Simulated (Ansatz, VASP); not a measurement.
# Se: VASP beside Ansatz

```xyz
1
Lattice="2.8680 0.0000 0.0000 0.0000 2.8680 0.0000 0.0000 0.0000 2.8680" Properties=species:S:1:pos:R:3 pbc="T T T"
Se    0.0000    0.0000    0.0000
```

Alike in both runs: task single point; functional PBE; k mesh 18 × 18 × 18; occupations fermi-dirac, width 0.1 eV; no spin polarisation.

|  | VASP | Ansatz |
| --- | --- | --- |
| version | VASP 6.6.1 | Ansatz 0.2.0 |
| potentials or method | VASP PAW PBE potentials, release 64 (Se), cutoff 520 eV | plane waves (420 eV) with PAW, scalar-relativistic |
| valence electrons in the cell | 6 | 16 |

```csv
,VASP,Ansatz,Ansatz less VASP
pressure (GPa),-2.4,-2.4,-0.01
```

VASP's potentials hold 6 valence electrons a cell and Ansatz's 16, so a difference there can come from the potentials and not from the codes.
